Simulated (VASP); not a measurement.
# PbSe (Fmm2) in VASP: a series of runs

Runs on PbSe. Level: LDA. Tasks: single point.

Everything below comes from runs of VASP 6.6.1. Logs are shortened: lines on timing, memory, paths and dates and some standing lists are left out, and cuts for length are marked.

## 1. The cell of the first run

The structure is orthorhombic, space group Fmm2 (No. 42). The conventional cell has a = 6.236 Å, b = 24.002 Å, c = 6.251 Å, α = 90.00°, β = 90.00°, γ = 90.00°. Within 3.7 Å of Pb (site symmetry m) lie 5 Se at 2.83 to 3.21 Å. Se (site symmetry m) has 5 Pb at 2.83 to 3.21 Å within 3.7 Å.

## 2. Single point, LDA

The input, INCAR:

```
SYSTEM = PbSe
PREC = Accurate
ENCUT = 520
EDIFF = 1E-6
ISMEAR = 0
SIGMA = 0.01
LREAL = .False.
LASPH = .True.
NELM = 80
ALGO = Normal
ISIF = 2
LWAVE = .False.
LCHARG = .False.
GGA = CA
NBANDS = 28
```

The input, KPOINTS:

```
Automatic mesh
0
Gamma
  2 2 2
  0 0 0
```

The input, POSCAR:

```
PbSe
1.0
    0.0000000000     12.0008000000      3.1254400000
    3.1181500000      0.0000000000      3.1254400000
    3.1181500000     12.0008000000      0.0000000000
Pb Se
2 2
Direct
    0.1907300000      0.8052700000      0.1947300000
    0.8052700000      0.1907300000      0.8092700000
    0.6744200000      0.2955800000      0.7044200000
    0.2955800000      0.6744200000      0.3255800000
```

Potentials or basis: VASP PAW LDA potentials, release 64 (Pb_d, Se).

Run with:

```sh
$ cat potpaw_LDA.64/Pb_d/POTCAR potpaw_LDA.64/Se/POTCAR > POTCAR
$ mpirun -np 1 vasp_std > vasp.out
```

OUTCAR:

```text
SYSTEM = PbSe
   PREC = Accurate
   ENCUT = 520
   EDIFF = 1E-6
   ISMEAR = 0
   LREAL = .False.
   LASPH = .True.
   NELM = 80
   ISIF = 2
   GGA = CA

 ion  position               nearest neighbor table
   1  0.191  0.805  0.195-   4 2.83   3 3.05   3 3.12   3 3.12   3 3.21
   2  0.805  0.191  0.809-   3 2.83   4 3.05   4 3.12   4 3.12   4 3.21
   3  0.674  0.296  0.704-   2 2.83   1 3.05   1 3.12   1 3.12   1 3.21
   4  0.296  0.674  0.326-   1 2.83   2 3.05   2 3.12   2 3.12   2 3.21

  LATTYP: Found a face centered orthorhombic cell.
 ALAT       =     6.2363000000
 B/A-ratio  =     1.0023379247
 C/A-ratio  =     3.8486923336

  Lattice vectors:

 A1 = (   0.0000000000,  12.0008000000,   3.1254400000)
 A2 = (  -3.1181500000,  12.0008000000,   0.0000000000)
 A3 = (  -3.1181500000,   0.0000000000,   3.1254400000)

Analysis of symmetry for initial positions (statically):
=====================================================================
 Subroutine PRICEL returns:
 Original cell was already a primitive cell.

 Routine SETGRP: Setting up the symmetry group for a
 face centered orthorhombic supercell.

 Subroutine GETGRP returns: Found  4 space group operations
 (whereof  4 operations were pure point group operations)
 out of a pool of  8 trial point group operations.

The static configuration has the point symmetry C_2v.

Analysis of symmetry for dynamics (positions and initial velocities):
=====================================================================
 Subroutine PRICEL returns:
 Original cell was already a primitive cell.

 Routine SETGRP: Setting up the symmetry group for a
 face centered orthorhombic supercell.

 Subroutine GETGRP returns: Found  4 space group operations
 (whereof  4 operations were pure point group operations)
 out of a pool of  8 trial point group operations.

The dynamic configuration has the point symmetry C_2v.

 Subroutine INISYM returns: Found  4 space group operations
 (whereof  4 operations are pure point group operations),
 and found     1 'primitive' translations

----------------------------------------------------------------------------------------

                                     Primitive cell

  volume of cell :     233.9098

  direct lattice vectors                    reciprocal lattice vectors
     0.000000000 12.000800000  3.125440000    -0.160351490  0.041663889  0.159977475
     3.118150000  0.000000000  3.125440000     0.160351490 -0.041663889  0.159977475
     3.118150000 12.000800000  0.000000000     0.160351490  0.041663889 -0.159977475

  length of vectors
    12.401111879  4.414887837 12.399276594     0.230306910  0.230306910  0.230306910

  position of ions in fractional coordinates (direct lattice)
     0.190730000  0.805270000  0.194730000
     0.805270000  0.190730000  0.809270000
     0.674420000  0.295580000  0.704420000
     0.295580000  0.674420000  0.325580000

  ion indices of the primitive-cell ions
   primitive index   ion index
                 1           1
                 2           2
                 3           3
                 4           4

----------------------------------------------------------------------------------------

 KPOINTS: Automatic mesh

Automatic generation of k-mesh.
 Grid dimensions read from file:
 generate k-points for:    2    2    2

 Generating k-lattice:

  Cartesian coordinates                     Fractional coordinates (reciprocal lattice)
    -0.080175745  0.020831945  0.079988738     0.500000000 -0.000000000  0.000000000
     0.080175745 -0.020831945  0.079988738    -0.000000000  0.500000000  0.000000000
     0.080175745  0.020831945 -0.079988738     0.000000000  0.000000000  0.500000000

  Length of vectors
     0.115153455  0.115153455  0.115153455

  Shift w.r.t. Gamma in fractional coordinates (k-lattice)
     0.000000000  0.000000000  0.000000000

 Subroutine IBZKPT returns following result:
 ===========================================

 Found      5 irreducible k-points:

 Following reciprocal coordinates:
            Coordinates               Weight
  0.000000  0.000000  0.000000      1.000000
  0.500000  0.000000  0.000000      4.000000
  0.500000  0.500000  0.000000      1.000000
  0.500000  0.000000  0.500000      1.000000
  0.000000  0.500000  0.500000      1.000000
   k-points           NKPTS =      5   k-points in BZ     NKDIM =      5   number of bands    NBANDS=     28
   number of dos      NEDOS =    301   number of ions     NIONS =      4
   total plane-waves  NPLWV = 331776
   dimension x,y,z NGX =    96 NGY =   36 NGZ =   96
   dimension x,y,z NGXF=   192 NGYF=   72 NGZF=  192
   ions per type =               2   2
   NGX,Y,Z   is equivalent  to a cutoff of  12.87, 13.56, 12.87 a.u.
   NGXF,Y,Z  is equivalent  to a cutoff of  25.74, 27.11, 25.74 a.u.
 SYSTEM =  PbSe
   PREC   = accura    normal or accurate (medium, high low for compatibility)
   ISTART =      0    job   : 0-new  1-cont  2-samecut
   ICHARG =      2    charge: 1-file 2-atom 10-const
   ISPIN  =      1    spin polarized calculation?
   LNONCOLLINEAR =      F non collinear calculations
   LSORBIT =      F    spin-orbit coupling
   LASPH  =      T    aspherical Exc in radial PAW
   ENCUT  =  520.0 eV  38.22 Ry    6.18 a.u.  23.06  8.21 23.05*2*pi/ulx,y,z
   NELM   =     80;   NELMIN=  2; NELMDL= -5     # of ELM steps
   EDIFF  = 0.1E-05   stopping-criterion for ELM
   LREAL  =      F    real-space projection
   EDIFFG = 0.1E-04   stopping-criterion for IOM
   NSW    =      0    number of steps for IOM
   IBRION =     -1    ionic relax: 0-MD 1-quasi-New 2-CG
   NFREE  =      0    steps in history (QN), initial steepest desc. (CG)
   ISIF   =      2    stress and relaxation
   ISYM   =      2    0-nonsym 1-usesym 2-fastsym
   POTIM  = 0.5000    time-step for ionic-motion
   TEBEG  =    0.0;   TEEND  =   0.0 temperature during run
   PSTRESS=    0.0 pullay stress
   NELECT =      40.0000    total number of electrons
   NUPDOWN=      -1.0000    fix difference up-down
   EMIN   =  10.00;   EMAX   =-10.00  energy-range for DOS
   EFERMI =   0.00;   METHOD = LEGACY
   ISMEAR =     0;   SIGMA  =   0.01  broadening in eV -4-tet -1-fermi 0-gaus
   EFERMI_NEDOS =   21; number of points for ismear=-14 and -15
   IALGO  =     38    algorithm
   IMIX   =      4    mixing-type and parameters
     AMIX     =   0.40;   BMIX     =  1.00
     AMIX_MAG =   1.60;   BMIX_MAG =  1.00
  volume/ion in A,a.u.               =      58.48       394.63
  Fermi-wavevector in a.u.,A,eV,Ry     =   0.908682  1.717160 11.234377  0.825703
  Thomas-Fermi vector in A             =   2.032637
   LORBIT       =      0    0 simple, 1 ext, 2 COOP (PROOUT), +10 PAW based schemes
   GGA     = CA    functional components
   LHFCALC =     F    Hartree Fock is set to
   AEXX    =    0.0000 exact exchange contribution
   IVDW    =     0    specifies the selected vdW correction
   LEPSILON=     F    determine dielectric tensor
   LRPA    =     F    only Hartree local field effects (RPA)
 non-spin polarized calculation
 Gauss-broadening in eV      SIGMA  =   0.01
  energy-cutoff  :      520.00
  volume of cell :      233.91
 maximum number of plane-waves:      6336
 NGX is ok and might be reduce to    96
   NGX = 45   NGY = 17   NGZ = 45

 number of electron      40.0000002 magnetization

 Free energy of the ion-electron system (eV)
  ---------------------------------------------------
  ext. energy  EPLUGINS =         0.00000000
  ---------------------------------------------------
  free energy    TOTEN  =       -17.20634980 eV

  energy without entropy =      -17.20634980  energy(sigma->0) =      -17.20634980

 E-fermi :  -0.3975     XC(G=0):  -5.7597

 val. band max:       -0.4500204973   @ k =   0.5000   0.0000   0.0000
 cond. band min:       1.0917658215   @ k =   0.5000   0.0000   0.0000
 fundamental gap:      1.5417863188
 Fermi energy:        -0.3974653241

 k-point     1 :       0.0000    0.0000    0.0000
  band No.  band energies     occupation
      1     -16.7939      2.00000
      2     -16.7416      2.00000
      3     -16.7253      2.00000
      4     -16.7251      2.00000
      5     -16.7055      2.00000
      6     -16.6968      2.00000
[... 20 lines left out ...]
     27       5.0811      0.00000
     28       5.1940      0.00000

 k-point     2 :       0.5000    0.0000    0.0000
  band No.  band energies     occupation
      1     -16.7402      2.00000
      2     -16.7402      2.00000
      3     -16.7316      2.00000
      4     -16.7316      2.00000
      5     -16.7063      2.00000
      6     -16.7063      2.00000
[... 20 lines left out ...]
     27       5.5795      0.00000
     28       5.9556      0.00000

 k-point     3 :       0.5000    0.5000    0.0000
  band No.  band energies     occupation
      1     -16.8085      2.00000
      2     -16.8083      2.00000
      3     -16.7057      2.00000
      4     -16.7051      2.00000
      5     -16.6901      2.00000
      6     -16.6900      2.00000
[... 20 lines left out ...]
     27       5.8481      0.00000
     28       5.9157      0.00000

 k-point     4 :       0.5000    0.0000    0.5000
  band No.  band energies     occupation
      1     -16.7939      2.00000
      2     -16.7416      2.00000
      3     -16.7253      2.00000
      4     -16.7251      2.00000
      5     -16.7055      2.00000
      6     -16.6968      2.00000
[... 20 lines left out ...]
     27       5.0020      0.00000
     28       5.0833      0.00000

 k-point     5 :       0.0000    0.5000    0.5000
  band No.  band energies     occupation
      1     -16.8085      2.00000
      2     -16.8083      2.00000
      3     -16.7057      2.00000
      4     -16.7052      2.00000
      5     -16.6901      2.00000
      6     -16.6900      2.00000
[... 20 lines left out ...]
     27       5.8621      0.00000
     28       5.9023      0.00000

------------------------ aborting loop because EDIFF is reached ----------------------------------------

  FORCE on cell =-STRESS in cart. coord.  units (eV):
  Direction    XX          YY          ZZ          XY          YZ          ZX
  --------------------------------------------------------------------------------------
  -------------------------------------------------------------------------------------
  Total        0.3500423     -5.4547243      0.3402927      0.0000000      0.0000000      0.0000000
  in kB        2.3976332    -37.3624223      2.3308525      0.0000000      0.0000000      0.0000000
  external PRESSURE =     -10.8779789 kB  Pullay stress =       0.0000000 kB

 VOLUME and BASIS-vectors are now :
 -----------------------------------------------------------------------------
  energy-cutoff  :      520.00
  volume of cell :      233.91
      direct lattice vectors                 reciprocal lattice vectors
     0.000000000 12.000800000  3.125440000    -0.160351490  0.041663889  0.159977475
     3.118150000  0.000000000  3.125440000     0.160351490 -0.041663889  0.159977475
     3.118150000 12.000800000  0.000000000     0.160351490  0.041663889 -0.159977475

 POSITION                                       TOTAL-FORCE (eV/Angst)
 -----------------------------------------------------------------------------------
      3.11815      4.62583      3.11294         0.000000      0.782763      0.227149
      3.11815     19.37577      3.11294         0.000000     -0.782763      0.227149
      3.11815     16.54718      3.03168         0.000000      1.125909     -0.227149
      3.11815      7.45442      3.03168         0.000000     -1.125909     -0.227149
 -----------------------------------------------------------------------------------
    total drift:                               -0.000020     -0.000009      0.000041

  FREE ENERGIE OF THE ION-ELECTRON SYSTEM (eV)
  ---------------------------------------------------
  free  energy   TOTEN  =       -17.2063498016 eV

  energy  without entropy=      -17.2063498016  energy(sigma->0) =      -17.20634980
```

Run time: 65 s. Hardware: 1 thread of AMD EPYC 9R45 (Zen 5), shared host; peak memory 0.43 GiB.

What came out:

```yaml
Free_energy: -17.2063 eV
Pressure: -1.1 GPa
Largest_force: 1.149 eV/Å
Band_gap_on_the_k_mesh: 1.54 eV, direct
```

Forces in eV/Å, atoms in the order of the input:
```
Pb   0.000  0.783  0.227
Pb   0.000 -0.783  0.227
Se   0.000  1.126 -0.227
Se   0.000 -1.126 -0.227
```

Levels at points of the mesh, in eV from the valence-band top:
| k point | band 18 | band 19 | band 20 | band 21 | band 22 | band 23 |
| --- | --- | --- | --- | --- | --- | --- |
| (0.00, 0.00, 0.00) | -1.20 | -1.19 | -0.32 | 2.15 | 4.16 | 4.55 |
| (0.50, 0.00, 0.00) | -0.74 | 0.00 | 0.00 | 1.54 | 1.54 | 2.47 |
| (0.50, 0.50, 0.00) | -2.60 | -1.23 | -1.22 | 3.66 | 3.69 | 5.14 |
| (0.50, 0.00, 0.50) | -1.20 | -1.19 | -0.32 | 2.07 | 4.55 | 4.73 |
| (0.00, 0.50, 0.50) | -2.60 | -1.23 | -1.22 | 3.67 | 3.68 | 5.13 |

Caveat: the k points lie up to 0.72 Å⁻¹ apart; spin-orbit coupling is left out, which moves the levels of the heavy elements; forces of over 1 eV/Å act on the atoms, so gaps and moduli don't describe the material at rest. A k mesh can miss the band edges.

## 3. Single point, LDA

The input, INCAR:

```
  PREC = Accurate
  ENCUT = 520
  EDIFF = 1E-6
  ISMEAR = 0
  SIGMA = 0.01
  LREAL = F
  LASPH = T
  NELM = 100
  ALGO = Normal
  ISIF = 2
  LWAVE = F
  LCHARG = F
  GGA = CA
  NBANDS = 28
```

The input, KPOINTS:

```
regular mesh
0
Gamma
  3 3 3
```

POSCAR is that of step 2.

Potentials or basis: VASP PAW LDA potentials, release 64 (Pb_d, Se).

Run with:

```sh
$ cat potpaw_LDA.64/Pb_d/POTCAR potpaw_LDA.64/Se/POTCAR > POTCAR
$ mpirun -np 1 vasp_std > vasp.out
```

OUTCAR:

```text
PREC = Accurate
   ENCUT = 520
   EDIFF = 1E-6
   ISMEAR = 0
   LREAL = F
   LASPH = T
   NELM = 100
   ISIF = 2
   GGA = CA

 ion  position               nearest neighbor table
   1  0.191  0.805  0.195-   4 2.83   3 3.05   3 3.12   3 3.12   3 3.21
   2  0.805  0.191  0.809-   3 2.83   4 3.05   4 3.12   4 3.12   4 3.21
   3  0.674  0.296  0.704-   2 2.83   1 3.05   1 3.12   1 3.12   1 3.21
   4  0.296  0.674  0.326-   1 2.83   2 3.05   2 3.12   2 3.12   2 3.21

  LATTYP: Found a face centered orthorhombic cell.
 ALAT       =     6.2363000000
 B/A-ratio  =     1.0023379247
 C/A-ratio  =     3.8486923336

  Lattice vectors:

 A1 = (   0.0000000000,  12.0008000000,   3.1254400000)
 A2 = (  -3.1181500000,  12.0008000000,   0.0000000000)
 A3 = (  -3.1181500000,   0.0000000000,   3.1254400000)

Analysis of symmetry for initial positions (statically):
=====================================================================
 Subroutine PRICEL returns:
 Original cell was already a primitive cell.

[... 153 lines left out ...]
  free energy    TOTEN  =       -18.29474043 eV

  energy without entropy =      -18.29474043  energy(sigma->0) =      -18.29474043

 E-fermi :  -0.5122     XC(G=0):  -5.7520

 val. band max:       -0.5682570282   @ k =  -0.3333   0.0000   0.3333
 cond. band min:       1.3936259472   @ k =   0.3333   0.0000   0.0000
 fundamental gap:      1.9618829754
 Fermi energy:        -0.5121616877

 k-point     1 :       0.0000    0.0000    0.0000
  band No.  band energies     occupation
      1     -16.8072      2.00000
      2     -16.7062      2.00000
      3     -16.7030      2.00000
      4     -16.6911      2.00000
      5     -16.6908      2.00000
      6     -16.6892      2.00000
[... 237 lines left out ...]
     27       5.6510      0.00000
     28       5.6849      0.00000

------------------------ aborting loop because EDIFF is reached ----------------------------------------

  FORCE on cell =-STRESS in cart. coord.  units (eV):
  Direction    XX          YY          ZZ          XY          YZ          ZX
  --------------------------------------------------------------------------------------
  -------------------------------------------------------------------------------------
  Total       -3.7741499     -1.1041072     -3.7443930      0.0000000      0.0000000      0.0000000
  in kB      -25.8512394     -7.5626406    -25.6474174      0.0000000      0.0000000      0.0000000
  external PRESSURE =     -19.6870991 kB  Pullay stress =       0.0000000 kB

 VOLUME and BASIS-vectors are now :
 -----------------------------------------------------------------------------
  energy-cutoff  :      520.00
  volume of cell :      233.91
      direct lattice vectors                 reciprocal lattice vectors
     0.000000000 12.000800000  3.125440000    -0.160351490  0.041663889  0.159977475
     3.118150000  0.000000000  3.125440000     0.160351490 -0.041663889  0.159977475
     3.118150000 12.000800000  0.000000000     0.160351490  0.041663889 -0.159977475

 POSITION                                       TOTAL-FORCE (eV/Angst)
 -----------------------------------------------------------------------------------
      3.11815      4.62583      3.11294         0.000000      0.226189      0.019786
      3.11815     19.37577      3.11294         0.000000     -0.226189      0.019786
      3.11815     16.54718      3.03168         0.000000      0.155731     -0.019786
      3.11815      7.45442      3.03168         0.000000     -0.155731     -0.019786
 -----------------------------------------------------------------------------------
    total drift:                               -0.000020     -0.000009     -0.000081

  FREE ENERGIE OF THE ION-ELECTRON SYSTEM (eV)
  ---------------------------------------------------
  free  energy   TOTEN  =       -18.2947404311 eV

  energy  without entropy=      -18.2947404311  energy(sigma->0) =      -18.29474043
```

OSZICAR:

```text
N       E                     dE             d eps       ncg     rms          rms(c)
DAV:   1     0.383108759838E+03    0.38311E+03   -0.17063E+04   456   0.123E+03
DAV:   2     0.279429047001E+02   -0.35517E+03   -0.34627E+03   472   0.333E+02
DAV:   3    -0.168792855133E+02   -0.44822E+02   -0.44333E+02   600   0.142E+02
DAV:   4    -0.189771322530E+02   -0.20978E+01   -0.20877E+01   520   0.378E+01
DAV:   5    -0.190581912696E+02   -0.81059E-01   -0.81043E-01   612   0.737E+00    0.414E+00
DAV:   6    -0.183426323757E+02    0.71556E+00   -0.17487E+00   620   0.727E+00    0.227E+00
DAV:   7    -0.183110464168E+02    0.31586E-01   -0.31300E-01   492   0.218E+00    0.123E+00
DAV:   8    -0.182955241842E+02    0.15522E-01   -0.44938E-02   620   0.153E+00    0.247E-01
DAV:   9    -0.182928051720E+02    0.27190E-02   -0.10073E-02   592   0.697E-01    0.102E-01
DAV:  10    -0.182917209793E+02    0.10842E-02   -0.28129E-03   500   0.230E-01    0.471E-02
DAV:  11    -0.182924763425E+02   -0.75536E-03   -0.12760E-03   488   0.133E-01    0.440E-02
DAV:  12    -0.182942275209E+02   -0.17512E-02   -0.37882E-04   480   0.735E-02    0.298E-02
DAV:  13    -0.182944597196E+02   -0.23220E-03   -0.52980E-05   584   0.407E-02    0.104E-02
DAV:  14    -0.182947083413E+02   -0.24862E-03   -0.34910E-05   476   0.243E-02    0.516E-03
DAV:  15    -0.182947276442E+02   -0.19303E-04   -0.23042E-06   480   0.665E-03    0.287E-03
DAV:  16    -0.182947399341E+02   -0.12290E-04   -0.21207E-06   408   0.419E-03    0.538E-04
DAV:  17    -0.182947404311E+02   -0.49705E-06   -0.14384E-07   416   0.210E-03
   1 F= -.18294740E+02 E0= -.18294740E+02  d E =-.443911E-16
```

stdout:

```text
POSCAR found type information on POSCAR PbSe
 POSCAR found :  2 types and       4 ions
 scaLAPACK will be used
 LDA part: xc-table for (Slater(with rela. corr.)+CA(PZ))
 , standard interpolation
 POSCAR, INCAR and KPOINTS ok, starting setup
 FFT: planning ... GRIDC
 FFT: planning ... GRID_SOFT
 FFT: planning ... GRID
 WAVECAR not read
 entering main loop
```

Run time: 95 s. Hardware: 1 thread of AMD EPYC 9R45 (Zen 5), shared host; peak memory 0.44 GiB.

What came out:

| Quantity | Value |
| --- | --- |
| Free energy | -18.2947 eV |
| Pressure | -2.0 GPa |
| Largest force | 0.227 eV/Å |
| Band gap on the k mesh | 1.96 eV, direct |

Forces in eV/Å, atoms in the order of the input:
```
Pb   0.000  0.226  0.020
Pb   0.000 -0.226  0.020
Se   0.000  0.156 -0.020
Se   0.000 -0.156 -0.020
```

Stress tensor (GPa, compression positive):
```
-2.59  0.00  0.00
 0.00 -0.76  0.00
 0.00  0.00 -2.56
```

Caveat: the k points lie up to 0.48 Å⁻¹ apart; spin-orbit coupling is left out, which moves the levels of the heavy elements. A k mesh can miss the band edges.

[end of part 1 of 2]
